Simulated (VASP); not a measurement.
# HfO2 (Fm-3m) in VASP: further runs

Aim: see how the results for HfO2 move with the level of theory and the settings. Levels: r2SCAN, PBE, PBEsol. Tasks: single point, relaxation of cell and atoms.

All numbers are computed with VASP 6.6.1; they aren't measurements. Logs are shortened: lines on timing, memory, paths and dates and some standing lists are left out, and cuts for length are marked.

## (1) The cell of the first run

Symmetry: Fm-3m, No. 225, cubic system. Conventional cell: a = 5.058 Å, b = 5.058 Å, c = 5.058 Å, α = 90.00°, β = 90.00°, γ = 90.00°. Hf (site symmetry m-3m) has 8 O at 2.19 Å within 2.9 Å. O (site symmetry -43m) has 4 Hf at 2.19 Å and 6 O at 2.53 Å within 2.9 Å.

## (2) Single point, r2SCAN

Contents of POSCAR:

```
HfO2
1.0
    0.0000000000      2.5291822339      2.5291822339
    2.5291822339      0.0000000000      2.5291822339
    2.5291822339      2.5291822339      0.0000000000
Hf O
1 2
Direct
    0.0000000000      0.0000000000      0.0000000000
    0.7500000000      0.7500000000      0.7500000000
    0.2500000000      0.2500000000      0.2500000000
```

Contents of INCAR.step1:

```
SYSTEM = HfO2
PREC = Accurate
ENCUT = 520
ISMEAR = -1
SIGMA = 0.02
LREAL = .False.
LASPH = .True.
NELM = 80
NBANDS = 18
GGA = PE
ALGO = Normal
EDIFF = 1E-4
LWAVE = .True.
LCHARG = .False.
```

Contents of INCAR.step2:

```
SYSTEM = HfO2
PREC = Accurate
ENCUT = 520
EDIFF = 1E-6
ISMEAR = -1
SIGMA = 0.02
LREAL = .False.
LASPH = .True.
NELM = 80
ALGO = Normal
ISIF = 2
LWAVE = .False.
LCHARG = .False.
METAGGA = R2SCAN
LMIXTAU = .True.
NBANDS = 18
ISTART = 1
```

Contents of KPOINTS:

```
Automatic mesh
0
Gamma
  8 8 8
  0 0 0
```

Potentials or basis: VASP PAW PBE potentials, release 64 (Hf_pv, O).

On the command line:

```console
$ cat potpaw_PBE.64/Hf_pv/POTCAR potpaw_PBE.64/O/POTCAR > POTCAR
$ cp INCAR.step1 INCAR
$ mpirun -np 1 vasp_std > vasp.out
$ cp INCAR.step2 INCAR
$ mpirun -np 1 vasp_std > vasp.out
```

OUTCAR:

```text
SYSTEM = HfO2
   PREC = Accurate
   ENCUT = 520
   EDIFF = 1E-6
   ISMEAR = -1
   LREAL = .False.
   LASPH = .True.
   NELM = 80
   ISIF = 2
   METAGGA = R2SCAN
   ISTART = 1

 ion  position               nearest neighbor table
   1  0.000  0.000  0.000-   2 2.19   2 2.19   2 2.19   3 2.19   3 2.19   3 2.19   3 2.19   2 2.19

   2  0.750  0.750  0.750-   1 2.19   1 2.19   1 2.19   1 2.19
   3  0.250  0.250  0.250-   1 2.19   1 2.19   1 2.19   1 2.19

  LATTYP: Found a face centered cubic cell.
 ALAT       =     5.0583644678

  Lattice vectors:

 A1 = (   0.0000000000,   2.5291822339,   2.5291822339)
 A2 = (   2.5291822339,   0.0000000000,   2.5291822339)
 A3 = (   2.5291822339,   2.5291822339,   0.0000000000)

Analysis of symmetry for initial positions (statically):
=====================================================================
 Subroutine PRICEL returns:
 Original cell was already a primitive cell.

 Routine SETGRP: Setting up the symmetry group for a
 face centered cubic supercell.

 Subroutine GETGRP returns: Found 48 space group operations
 (whereof 48 operations were pure point group operations)
 out of a pool of 48 trial point group operations.

The static configuration has the point symmetry O_h .

Analysis of symmetry for dynamics (positions and initial velocities):
=====================================================================
 Subroutine PRICEL returns:
 Original cell was already a primitive cell.

 Routine SETGRP: Setting up the symmetry group for a
 face centered cubic supercell.

 Subroutine GETGRP returns: Found 48 space group operations
 (whereof 48 operations were pure point group operations)
 out of a pool of 48 trial point group operations.

The dynamic configuration has the point symmetry O_h .

 Subroutine INISYM returns: Found 48 space group operations
 (whereof 48 operations are pure point group operations),
 and found     1 'primitive' translations

----------------------------------------------------------------------------------------

                                     Primitive cell

  volume of cell :      32.3572

  direct lattice vectors                    reciprocal lattice vectors
     0.000000000  2.529182234  2.529182234    -0.197692358  0.197692358  0.197692358
     2.529182234  0.000000000  2.529182234     0.197692358 -0.197692358  0.197692358
     2.529182234  2.529182234  0.000000000     0.197692358  0.197692358 -0.197692358

  length of vectors
     3.576803817  3.576803817  3.576803817     0.342413209  0.342413209  0.342413209

  position of ions in fractional coordinates (direct lattice)
     0.000000000  0.000000000  0.000000000
     0.750000000  0.750000000  0.750000000
     0.250000000  0.250000000  0.250000000

  ion indices of the primitive-cell ions
   primitive index   ion index
                 1           1
                 2           2
                 3           3

----------------------------------------------------------------------------------------

 KPOINTS: Automatic mesh

Automatic generation of k-mesh.
 Grid dimensions read from file:
 generate k-points for:    8    8    8

 Generating k-lattice:

  Cartesian coordinates                     Fractional coordinates (reciprocal lattice)
    -0.024711545  0.024711545  0.024711545     0.125000000  0.000000000  0.000000000
     0.024711545 -0.024711545  0.024711545     0.000000000  0.125000000  0.000000000
     0.024711545  0.024711545 -0.024711545     0.000000000  0.000000000  0.125000000

  Length of vectors
     0.042801651  0.042801651  0.042801651

  Shift w.r.t. Gamma in fractional coordinates (k-lattice)
     0.000000000  0.000000000  0.000000000

 Subroutine IBZKPT returns following result:
 ===========================================

 Found     29 irreducible k-points:

 Following reciprocal coordinates:
            Coordinates               Weight
  0.000000  0.000000  0.000000      1.000000
  0.125000  0.000000  0.000000      8.000000
  0.250000  0.000000  0.000000      8.000000
  0.375000  0.000000  0.000000      8.000000
  0.500000  0.000000  0.000000      4.000000
  0.125000  0.125000  0.000000      6.000000
[... 16 lines left out ...]
  0.500000  0.250000  0.125000     48.000000
 -0.375000  0.250000  0.125000     24.000000
 [... further k-points ...]
   k-points           NKPTS =     29   k-points in BZ     NKDIM =     29   number of bands    NBANDS=     18
   number of dos      NEDOS =    301   number of ions     NIONS =      3
   total plane-waves  NPLWV =  21952
   dimension x,y,z NGX =    28 NGY =   28 NGZ =   28
   dimension x,y,z NGXF=    56 NGYF=   56 NGZF=   56
   ions per type =               1   2
   NGX,Y,Z   is equivalent  to a cutoff of  13.01, 13.01, 13.01 a.u.
   NGXF,Y,Z  is equivalent  to a cutoff of  26.03, 26.03, 26.03 a.u.
 SYSTEM =  HfO2
   PREC   = accura    normal or accurate (medium, high low for compatibility)
   ISTART =      1    job   : 0-new  1-cont  2-samecut
   ICHARG =      0    charge: 1-file 2-atom 10-const
   ISPIN  =      1    spin polarized calculation?
   LNONCOLLINEAR =      F non collinear calculations
   LSORBIT =      F    spin-orbit coupling
   LASPH  =      T    aspherical Exc in radial PAW
   ENCUT  =  520.0 eV  38.22 Ry    6.18 a.u.   6.65  6.65  6.65*2*pi/ulx,y,z
   NELM   =     80;   NELMIN=  2; NELMDL=  0     # of ELM steps
   EDIFF  = 0.1E-05   stopping-criterion for ELM
   LREAL  =      F    real-space projection
   EDIFFG = 0.1E-04   stopping-criterion for IOM
   NSW    =      0    number of steps for IOM
   IBRION =     -1    ionic relax: 0-MD 1-quasi-New 2-CG
   NFREE  =      0    steps in history (QN), initial steepest desc. (CG)
   ISIF   =      2    stress and relaxation
   ISYM   =      2    0-nonsym 1-usesym 2-fastsym
   POTIM  = 0.5000    time-step for ionic-motion
   TEBEG  =    0.0;   TEEND  =   0.0 temperature during run
   PSTRESS=    0.0 pullay stress
   NELECT =      22.0000    total number of electrons
   NUPDOWN=      -1.0000    fix difference up-down
   EMIN   =  10.00;   EMAX   =-10.00  energy-range for DOS
   EFERMI =   0.00;   METHOD = LEGACY
   ISMEAR =    -1;   SIGMA  =   0.02  broadening in eV -4-tet -1-fermi 0-gaus
   EFERMI_NEDOS =   21; number of points for ismear=-14 and -15
   IALGO  =     38    algorithm
   IMIX   =      4    mixing-type and parameters
     AMIX     =   0.40;   BMIX     =  1.00
     AMIX_MAG =   1.60;   BMIX_MAG =  1.00
  volume/ion in A,a.u.               =      10.79        72.79
  Fermi-wavevector in a.u.,A,eV,Ry     =   1.439546  2.720348 28.195261  2.072293
  Thomas-Fermi vector in A             =   2.558390
   LORBIT       =      0    0 simple, 1 ext, 2 COOP (PROOUT), +10 PAW based schemes
   METAGGA = R2SCAN    functional components
   LHFCALC =     F    Hartree Fock is set to
   AEXX    =    0.0000 exact exchange contribution
   IVDW    =     0    specifies the selected vdW correction
   LEPSILON=     F    determine dielectric tensor
   LRPA    =     F    only Hartree local field effects (RPA)
 non-spin polarized calculation
  energy-cutoff  :      520.00
  volume of cell :       32.36
 maximum number of plane-waves:       893
   NGX = 13   NGY = 13   NGZ = 13

 number of electron      21.9999992 magnetization

 Free energy of the ion-electron system (eV)
  ---------------------------------------------------
  ext. energy  EPLUGINS =         0.00000000
  ---------------------------------------------------
  free energy    TOTEN  =       -68.54744780 eV

  energy without entropy =      -68.54744780  energy(sigma->0) =      -68.54744780

 E-fermi :   4.4634     XC(G=0): -12.6183

 val. band max:        3.9683935978   @ k =   0.5000   0.5000   0.0000
 cond. band min:       8.2844479951   @ k =   0.5000   0.5000   0.0000
 fundamental gap:      4.3160543973
 Fermi energy:         4.4634158400

 k-point     1 :       0.0000    0.0000    0.0000
  band No.  band energies     occupation
      1     -26.6549      2.00000
      2     -26.6548      2.00000
      3     -26.6548      2.00000
      4     -15.8039      2.00000
      5     -12.7674      2.00000
      6      -1.5152      2.00000
[... 10 lines left out ...]
     17      15.0564      0.00000
     18      16.6822      0.00000

 k-point     2 :       0.1250    0.0000    0.0000
  band No.  band energies     occupation
      1     -26.7264      2.00000
      2     -26.6623      2.00000
      3     -26.6623      2.00000
      4     -15.5920      2.00000
      5     -12.9369      2.00000
      6      -1.3609      2.00000
[... 10 lines left out ...]
     17      14.7768      0.00000
     18      16.6809      0.00000

 k-point     3 :       0.2500    0.0000    0.0000
  band No.  band energies     occupation
      1     -26.8922      2.00000
      2     -26.6803      2.00000
      3     -26.6803      2.00000
      4     -15.0942      2.00000
      5     -13.2792      2.00000
      6      -0.9771      2.00000
[... 10 lines left out ...]
     17      14.2836      0.00000
     18      16.6748      0.00000

 k-point     4 :       0.3750    0.0000    0.0000
  band No.  band energies     occupation
      1     -27.0489      2.00000
      2     -26.6982      2.00000
      3     -26.6982      2.00000
      4     -14.6776      2.00000
      5     -13.4700      2.00000
      6      -0.5883      2.00000
[... 375 lines left out ...]
      4     -14.6670      2.00000
      5     -13.5382      2.00000
      6      -0.9859      2.00000
[... 10 lines left out ...]
     17      14.5585      0.00000
     18      16.6767      0.00000

 k-point    23 :       0.5000    0.2500    0.1250
  band No.  band energies     occupation
      1     -27.0195      2.00000
      2     -26.8139      2.00000
      3     -26.7236      2.00000
      4     -14.2885      2.00000
      5     -13.6882      2.00000
      6      -0.9759      2.00000
[... 10 lines left out ...]
     17      15.4418      0.00000
     18      16.6737      0.00000

 k-point    24 :      -0.3750    0.2500    0.1250
  band No.  band energies     occupation
      1     -27.0488      2.00000
      2     -26.8381      2.00000
      3     -26.7336      2.00000
      4     -14.2123      2.00000
      5     -13.6540      2.00000
      6      -0.9771      2.00000
[... 10 lines left out ...]
     17      15.5812      0.00000
     18      16.6718      0.00000

 [... further k-points ...]

------------------------ aborting loop because EDIFF is reached ----------------------------------------

  FORCE on cell =-STRESS in cart. coord.  units (eV):
  Direction    XX          YY          ZZ          XY          YZ          ZX
  --------------------------------------------------------------------------------------
  -------------------------------------------------------------------------------------
  Total       -0.7949298     -0.7949298     -0.7949298     -0.0000000     -0.0000000      0.0000000
  in kB      -39.3612611    -39.3612611    -39.3612611     -0.0000000     -0.0000000      0.0000000
  external PRESSURE =     -39.3612611 kB  Pullay stress =       0.0000000 kB

 VOLUME and BASIS-vectors are now :
 -----------------------------------------------------------------------------
  energy-cutoff  :      520.00
  volume of cell :       32.36
      direct lattice vectors                 reciprocal lattice vectors
     0.000000000  2.529182234  2.529182234    -0.197692358  0.197692358  0.197692358
     2.529182234  0.000000000  2.529182234     0.197692358 -0.197692358  0.197692358
     2.529182234  2.529182234  0.000000000     0.197692358  0.197692358 -0.197692358

 POSITION                                       TOTAL-FORCE (eV/Angst)
 -----------------------------------------------------------------------------------
      0.00000      0.00000      0.00000         0.000000      0.000000      0.000000
      3.79377      3.79377      3.79377         0.000000     -0.000000      0.000000
      1.26459      1.26459      1.26459        -0.000000     -0.000000     -0.000000
 -----------------------------------------------------------------------------------
    total drift:                                0.000000      0.000000      0.000000

  FREE ENERGIE OF THE ION-ELECTRON SYSTEM (eV)
  ---------------------------------------------------
  free  energy   TOTEN  =       -68.5474478039 eV

  energy  without entropy=      -68.5474478039  energy(sigma->0) =      -68.54744780
```

Run time: 32 s. Hardware: 1 thread of Intel Xeon 6975P-C (Granite Rapids), shared host; peak memory 0.16 GiB.

What came out:

```
Free energy            : -68.5474 eV
Pressure               : -3.9 GPa
Band gap on the k mesh : 4.32 eV
```

Caveat: the cell stands under tension; the PAW data sets were made with another functional, which shifts forces and pressure a little; spin-orbit coupling is left out, which moves the levels of the heavy elements. A k mesh can miss the band edges.

## (3) Single point, r2SCAN

POSCAR is that of step 2.

Contents of INCAR.step1:

```
SYSTEM = HfO2
ALGO     = Normal         ! electronic algorithm
EDIFF    = 1E-4           ! SCF threshold, eV
ENCUT    = 520            ! plane-wave cutoff, eV
GGA      = PE             ! functional
ISMEAR   = 0              ! smearing method
LASPH    = .TRUE.         ! aspherical terms in the spheres
LCHARG   = .FALSE.        ! write CHGCAR
LREAL    = .FALSE.        ! projectors in reciprocal space
LWAVE    = .TRUE.         ! write WAVECAR
NBANDS   = 18             ! bands
NELM     = 60             ! most SCF steps
PREC     = Accurate       ! precision mode
SIGMA    = 0.01           ! smearing width, eV
```

Contents of INCAR.step2:

```
SYSTEM = HfO2
ALGO     = Normal         ! electronic algorithm
EDIFF    = 1E-6           ! SCF threshold, eV
ENCUT    = 520            ! plane-wave cutoff, eV
ISIF     = 2              ! what is computed and relaxed
ISMEAR   = 0              ! smearing method
ISTART   = 1            
LASPH    = .TRUE.         ! aspherical terms in the spheres
LCHARG   = .TRUE.         ! write CHGCAR
LELF     = .TRUE.         ! ELF
LMIXTAU  = .TRUE.       
LREAL    = .FALSE.        ! projectors in reciprocal space
LVHAR    = .TRUE.       
LWAVE    = .FALSE.        ! write WAVECAR
METAGGA  = R2SCAN         ! meta-GGA
NBANDS   = 18             ! bands
NELM     = 60             ! most SCF steps
PREC     = Accurate       ! precision mode
SIGMA    = 0.01           ! smearing width, eV
```

Contents of KPOINTS:

```
k-points
0
G
  8 8 8
  0 0 0
```

Potentials or basis: VASP PAW PBE potentials, release 64 (Hf_pv, O).

On the command line:

```console
$ cat potpaw_PBE.64/Hf_pv/POTCAR potpaw_PBE.64/O/POTCAR > POTCAR
$ cp INCAR.step1 INCAR
$ mpirun -np 1 vasp_std > vasp.out
$ cp INCAR.step2 INCAR
$ mpirun -np 1 vasp_std > vasp.out
```

It took 36 s on 1 thread of Intel Xeon 6975P-C (Granite Rapids), shared host; peak memory 0.17 GiB.

The run converged. Its results:

```
Free energy            : -68.5474 eV
Pressure               : -3.9 GPa
Band gap on the k mesh : 4.32 eV
```

Levels at points of the mesh, in eV from the valence-band top:
```csv
k point,band 7,band 8,band 9,band 10,band 11,band 12,band 13,band 14,band 15,band 16
"(0.00, 0.00, 0.00)",-5.48,-5.48,-0.64,-0.64,-0.64,4.42,4.42,6.52,11.09,11.09
"(0.50, 0.00, 0.00)",-4.40,-3.08,-2.82,-1.90,-1.90,5.13,5.13,7.56,9.64,10.02
"(0.50, 0.50, 0.00)",-3.59,-3.59,-1.56,-1.56,0.00,4.32,6.05,7.24,8.73,8.73
```

Caveat: the cell stands under tension; the PAW data sets were made with another functional, which shifts forces and pressure a little; spin-orbit coupling is left out, which moves the levels of the heavy elements.

## (4) Relaxation of cell and atoms, PBE

This run uses another cell than the first one, of 10.62 Å³/atom.

Contents of INCAR:

```
  PREC = Accurate
  ENCUT = 600
  EDIFF = 1E-6
  ISMEAR = -1
  SIGMA = 0.02
  LREAL = F
  LASPH = T
  NELM = 100
  ALGO = Normal
  ISIF = 3
  LWAVE = F
  LCHARG = F
  GGA = PE
  IBRION = 2
  NSW = 80
  EDIFFG = -0.005
```

Contents of KPOINTS:

```
Automatic mesh
0
Gamma
  8 8 8
```

Contents of POSCAR:

```
HfO2
1.0
    0.0000000000      2.5160796100      2.5160796100
    2.5160796100      0.0000000000      2.5160796100
    2.5160796100      2.5160796100      0.0000000000
Hf O
1 2
Direct
    0.0000000000      0.0000000000      0.0000000000
    0.7500000000      0.7500000000      0.7500000000
    0.2500000000      0.2500000000      0.2500000000
```

On the command line:

```console
$ cat potpaw_PBE.64/Hf_pv/POTCAR potpaw_PBE.64/O/POTCAR > POTCAR
$ mpirun -np 1 vasp_std > vasp.out
```

Run time: 27 s. Hardware: 1 thread of Intel Xeon 6975P-C (Granite Rapids), shared host; peak memory 0.18 GiB.

It converged, with:

| Quantity | Value |
| --- | --- |
| Free energy | -30.2516 eV |
| Relaxed volume | 10.86 Å³/atom |
| Relaxed cell | a = 3.585 Å, b = 3.585 Å, c = 3.585 Å, α = 60.00°, β = 60.00°, γ = 60.00° |
| Space group after relaxing (to 0.1 Å) | Fm-3m (No. 225) |
| Energy gained by relaxing | 4.6 meV/atom |
| Ionic steps | 7 |
| Pressure after relaxing | 0.1 GPa |
| Band gap on the k mesh | 3.80 eV |

Step by step:
```
step  energy change (eV)  largest force (eV/Å)  pressure (GPa)  volume (Å³)
   1              0.0000                0.0000            6.09        31.86
   2              0.0164                0.0000           -8.09        33.76
   3             -0.0138                0.0000           -0.10        32.60
   4             -0.0138                0.0000            0.08        32.59
   5             -0.0138                0.0000            0.08        32.59
   6             -0.0138                0.0000            0.08        32.59
   7             -0.0138                0.0000            0.07        32.59
```

Final structure:
```
Hf O
1.0
     0.00000    2.53525    2.53525
     2.53525    0.00000    2.53525
     2.53525    2.53525    0.00000
Hf O
1 2
Direct
  0.00000 0.00000 0.00000
  0.75000 0.75000 0.75000
  0.25000 0.25000 0.25000
```

Levels at points of the mesh, in eV from the valence-band top:
```
           k point  band 9  band 10  band 11  band 12  band 13  band 14
(0.00, 0.00, 0.00)   -0.61    -0.61    -0.61     3.88     3.88     5.84
(0.50, 0.00, 0.00)   -2.73    -1.83    -1.83     4.61     4.61     6.98
(0.50, 0.50, 0.00)   -1.53    -1.53     0.00     3.80     5.50     6.63
```

Caveat: spin-orbit coupling is left out, which moves the levels of the heavy elements. A k mesh can miss the band edges.

(Part 1 of 2 ends here.)
